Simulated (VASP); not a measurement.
A run of VASP 6.6.1 is set up as follows.

The input INCAR:

```
SYSTEM = WS
PREC = Accurate ; ENCUT = 520
EDIFF = 1E-6 ; ISMEAR = 0
SIGMA = 0.1 ; LREAL = .FALSE.
LASPH = .TRUE. ; NELM = 150
ALGO = Fast ; ISIF = 2
LWAVE = .FALSE. ; LCHARG = .TRUE.
ISPIN = 2 ; MAGMOM = 1 -1 0 0
LORBIT = 11 ; LMAXMIX = 4
LDAU = .TRUE. ; LDAUTYPE = 2
LDAUL = 2 -1 ; LDAUU = 6.2 0
LDAUJ = 0 0 ; LDAUPRINT = 1
GGA = PE ; LELF = .TRUE.
LVHAR = .TRUE. ; NBANDS = 32
```

The input KPOINTS:

```
regular mesh
0
G
  12 12 6
  0 0 0
```

The input POSCAR:

```
WS
1.0
    0.0000000000      2.9747375280      2.9747375280
    2.9747375280      0.0000000000      2.9747375280
    5.9494750560      5.9494750560      0.0000000000
W S
2 2
Direct
    1.0000000000      0.0000000000      0.0000000000
    1.0000000000      0.0000000000      0.5000000000
    0.2500000000      0.2500000000      0.1250000000
    0.2500000000      0.2500000000      0.6250000000
```

Potentials or basis: VASP PAW PBE potentials, release 64 (W_sv, S).

Run with:

```console
$ cat potpaw_PBE.64/W_sv/POTCAR potpaw_PBE.64/S/POTCAR > POTCAR
$ mpirun -np 1 vasp_std > vasp.out
```

**Question.** What does it give for the band gap on the k mesh?

**Answer.** Zero (filled and empty bands overlap).

**Question.** What does it give for the net moment?

**Answer.** 0.00 μB per cell.

**Question.** Predict the pressure.

**Answer.** -5.7 GPa.

Stress tensor (GPa, compression positive):
```
-5.67  1.31 -1.31
 1.31 -5.67 -1.31
-1.31 -1.31 -5.67
```

Caveat: the cell stands under tension; spin-orbit coupling is left out, which moves the levels of the heavy elements.
